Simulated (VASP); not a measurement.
# BAs (rocksalt type) in VASP: a series of runs

Runs on BAs (rocksalt type). Level: PBE. Tasks: single point, relaxation of cell and atoms.

Everything below comes from runs of VASP 6.6.1. Logs are shortened: lines on timing, memory, paths and dates and some standing lists are left out, and cuts for length are marked.

## 1. The cell of the first run

Symmetry: I4/mmm, No. 139, tetragonal system. Conventional cell: a = 3.199 Å, b = 3.199 Å, c = 4.798 Å, α = 90.00°, β = 90.00°, γ = 90.00°. Within 3.0 Å of B (site symmetry 4/mmm) lie 6 As at 2.26 to 2.40 Å. Within 3.0 Å of As (site symmetry 4/mmm) lie 6 B at 2.26 to 2.40 Å.

## 2. Single point, PBE (z stretched by +4 % at fixed volume)

The input, INCAR:

```
SYSTEM = BAs
ALGO     = Normal         ! electronic algorithm
EDIFF    = 1E-7           ! SCF threshold, eV
ENCUT    = 520            ! plane-wave cutoff, eV
GGA      = PE             ! functional
ISIF     = 2              ! what is computed and relaxed
ISMEAR   = -1             ! smearing method
LASPH    = .TRUE.         ! aspherical terms in the spheres
LCHARG   = .FALSE.        ! write CHGCAR
LREAL    = .FALSE.        ! projectors in reciprocal space
LWAVE    = .FALSE.        ! write WAVECAR
NBANDS   = 11             ! bands
NELM     = 60             ! most SCF steps
PREC     = Accurate       ! precision mode
SIGMA    = 0.05           ! smearing width, eV
```

The input, KPOINTS:

```
k-points
0
G
  14 14 14
  0 0 0
```

The input, POSCAR:

```
BAs
1.0
    0.0000000000      2.2620499214      2.3991212315
    2.2620499214      0.0000000000      2.3991212315
    2.2620499214      2.2620499214      0.0000000000
B As
1 1
Direct
    0.0000000000      0.0000000000      0.0000000000
    0.5000000000      0.5000000000      0.5000000000
```

Potentials or basis: VASP PAW PBE potentials, release 64 (B, As).

Started as:

```console
$ cat potpaw_PBE.64/B/POTCAR potpaw_PBE.64/As/POTCAR > POTCAR
$ mpirun -np 1 vasp_std > vasp.out
```

OUTCAR:

```text
SYSTEM = BAs
   EDIFF = 1E-7
   ENCUT = 520
   GGA = PE
   ISIF = 2
   ISMEAR = -1
   LASPH = .TRUE.
   LREAL = .FALSE.
   NELM = 60
   PREC = Accurate

 ion  position               nearest neighbor table
   1  0.000  0.000  0.000-   2 2.26   2 2.26   2 2.26   2 2.26   2 2.40   2 2.40
   2  0.500  0.500  0.500-   1 2.26   1 2.26   1 2.26   1 2.26   1 2.40   1 2.40

  LATTYP: Found a body centered tetragonal cell.
 ALAT       =     3.1990216776
 C/A-ratio  =     1.4999093306

  Lattice vectors:

 A1 = (  -2.2620499214,   0.0000000000,   2.3991212315)
 A2 = (   2.2620499214,   0.0000000000,   2.3991212315)
 A3 = (   0.0000000000,   2.2620499214,  -2.3991212315)

Analysis of symmetry for initial positions (statically):
=====================================================================
 Subroutine PRICEL returns:
 Original cell was already a primitive cell.

 Routine SETGRP: Setting up the symmetry group for a
 body centered tetragonal supercell.

 Subroutine GETGRP returns: Found 16 space group operations
 (whereof 16 operations were pure point group operations)
 out of a pool of 16 trial point group operations.

The static configuration has the point symmetry D_4h.

Analysis of symmetry for dynamics (positions and initial velocities):
=====================================================================
 Subroutine PRICEL returns:
 Original cell was already a primitive cell.

 Routine SETGRP: Setting up the symmetry group for a
 body centered tetragonal supercell.

 Subroutine GETGRP returns: Found 16 space group operations
 (whereof 16 operations were pure point group operations)
 out of a pool of 16 trial point group operations.

The dynamic configuration has the point symmetry D_4h.

 Subroutine INISYM returns: Found 16 space group operations
 (whereof 16 operations are pure point group operations),
 and found     1 'primitive' translations

----------------------------------------------------------------------------------------

                                     Primitive cell

  volume of cell :      24.5520

  direct lattice vectors                    reciprocal lattice vectors
     0.000000000  2.262049921  2.399121232    -0.221038446  0.221038446  0.208409643
     2.262049921  0.000000000  2.399121232     0.221038446 -0.221038446  0.208409643
     2.262049921  2.262049921  0.000000000     0.221038446  0.221038446 -0.208409643

  length of vectors
[... 84 lines left out ...]
   EDIFFG = 0.1E-05   stopping-criterion for IOM
   NSW    =      0    number of steps for IOM
   IBRION =     -1    ionic relax: 0-MD 1-quasi-New 2-CG
   NFREE  =      0    steps in history (QN), initial steepest desc. (CG)
   ISIF   =      2    stress and relaxation
   ISYM   =      2    0-nonsym 1-usesym 2-fastsym
   POTIM  = 0.5000    time-step for ionic-motion
   TEBEG  =    0.0;   TEEND  =   0.0 temperature during run
   PSTRESS=    0.0 pullay stress
   NELECT =       8.0000    total number of electrons
   NUPDOWN=      -1.0000    fix difference up-down
   EMIN   =  10.00;   EMAX   =-10.00  energy-range for DOS
   EFERMI =   0.00;   METHOD = LEGACY
   ISMEAR =    -1;   SIGMA  =   0.05  broadening in eV -4-tet -1-fermi 0-gaus
   EFERMI_NEDOS =   21; number of points for ismear=-14 and -15
   IALGO  =     38    algorithm
   IMIX   =      4    mixing-type and parameters
     AMIX     =   0.40;   BMIX     =  1.00
     AMIX_MAG =   1.60;   BMIX_MAG =  1.00
  volume/ion in A,a.u.               =      12.28        82.84
  Fermi-wavevector in a.u.,A,eV,Ry     =   1.126530  2.128832 17.266734  1.269069
  Thomas-Fermi vector in A             =   2.263212
   LORBIT       =      0    0 simple, 1 ext, 2 COOP (PROOUT), +10 PAW based schemes
   GGA     = PE    functional components
[... 5 lines left out ...]
 non-spin polarized calculation
  energy-cutoff  :      520.00
  volume of cell :       24.55
 maximum number of plane-waves:       677
 NGX is ok and might be reduce to    28
   NGX = 13   NGY = 13   NGZ = 11

 number of electron       8.0000000 magnetization

 Free energy of the ion-electron system (eV)
  ---------------------------------------------------
  ext. energy  EPLUGINS =         0.00000000
  ---------------------------------------------------
  free energy    TOTEN  =        -9.61728081 eV

  energy without entropy =       -9.61217444  energy(sigma->0) =       -9.61472763

 E-fermi :   7.3200     XC(G=0): -11.4169

 val. band max:        7.2981325779   @ k =  -0.4286   0.1429   0.4286
 cond. band min:       7.3453073958   @ k =   0.5000   0.0000   0.0714
 fundamental gap:      0.0471748179
 Fermi energy:         7.3199784617

 k-point     1 :       0.0000    0.0000    0.0000
  band No.  band energies     occupation
      1      -8.6413      2.00000
      2       6.8971      1.99958
      3       6.8971      1.99958
      4       8.0218      0.00000
      5      10.7622      0.00000
      6      13.2311      0.00000
      7      15.7387      0.00000
      8      15.8270      0.00000
      9      15.8270      0.00000
     10      16.3863      0.00000
     11      16.3863      0.00000
[... 309 lines left out ...]
 k-point    24 :       0.2857    0.1429    0.0000
  band No.  band energies     occupation
      1      -7.3179      2.00000
      2       2.9871      2.00000
      3       5.6976      2.00000
      4       6.9306      1.99917
      5       7.6165      0.00530
      6      13.5581      0.00000
      7      14.5311      0.00000
      8      14.7728      0.00000
      9      15.8682      0.00000
     10      19.9721      0.00000
     11      20.3637      0.00000

 [... further k-points ...]

------------------------ aborting loop because EDIFF is reached ----------------------------------------

  FORCE on cell =-STRESS in cart. coord.  units (eV):
  Direction    XX          YY          ZZ          XY          YZ          ZX
  --------------------------------------------------------------------------------------
  -------------------------------------------------------------------------------------
  Total        0.4986662      0.4986662     -0.4374169      0.0000000      0.0000000      0.0000000
  in kB       32.5412279     32.5412279    -28.5443102      0.0000000      0.0000000      0.0000000
  external PRESSURE =      12.1793818 kB  Pullay stress =       0.0000000 kB

 VOLUME and BASIS-vectors are now :
 -----------------------------------------------------------------------------
  energy-cutoff  :      520.00
  volume of cell :       24.55
      direct lattice vectors                 reciprocal lattice vectors
     0.000000000  2.262049921  2.399121232    -0.221038446  0.221038446  0.208409643
     2.262049921  0.000000000  2.399121232     0.221038446 -0.221038446  0.208409643
     2.262049921  2.262049921  0.000000000     0.221038446  0.221038446 -0.208409643

 POSITION                                       TOTAL-FORCE (eV/Angst)
 -----------------------------------------------------------------------------------
      0.00000      0.00000      0.00000        -0.000000      0.000000      0.000000
      2.26205      2.26205      2.39912         0.000000     -0.000000      0.000000
 -----------------------------------------------------------------------------------
    total drift:                                0.000000      0.000000      0.000000

  FREE ENERGIE OF THE ION-ELECTRON SYSTEM (eV)
  ---------------------------------------------------
  free  energy   TOTEN  =        -9.6172808118 eV

  energy  without entropy=       -9.6121744424  energy(sigma->0) =       -9.61472763
```

stdout:

```text
POSCAR found type information on POSCAR B As
 POSCAR found :  2 types and       2 ions
 scaLAPACK will be used
 LDA part: xc-table for (Slater+PW92), standard interpolation
 POSCAR, INCAR and KPOINTS ok, starting setup
 FFT: planning ... GRIDC
 FFT: planning ... GRID_SOFT
 FFT: planning ... GRID
 WAVECAR not read
 entering main loop
```

Run time: 40 s. Hardware: 1 thread of AMD EPYC 9R45 (Zen 5), shared host; peak memory 0.17 GiB.

Results:

| Quantity | Value |
| --- | --- |
| Free energy | -9.6173 eV |
| Pressure | 1.2 GPa |
| Band gap on the k mesh | zero (band 4 reaches 8.65 eV, above the bottom of band 5 at 3.92 eV) |

Levels at points of the mesh, in eV from the Fermi level:
| k point | band 1 | band 2 | band 3 | band 4 | band 5 | band 6 | band 7 | band 8 | band 9 |
| --- | --- | --- | --- | --- | --- | --- | --- | --- | --- |
| (0.00, 0.00, 0.00) | -15.96 | -0.42 | -0.42 | 0.70 | 3.44 | 5.91 | 8.42 | 8.51 | 8.51 |
| (0.50, 0.00, 0.00) | -12.21 | -9.75 | 0.77 | 0.88 | 1.18 | 1.61 | 4.19 | 5.55 | 13.65 |
| (0.50, 0.50, 0.00) | -11.46 | -7.97 | -3.50 | -3.50 | -2.63 | 3.93 | 10.81 | 10.81 | 11.82 |
| (0.50, 0.00, 0.50) | -10.43 | -7.91 | -4.40 | -3.80 | -3.40 | 3.55 | 9.25 | 11.57 | 12.92 |

[end of part 1 of 2]
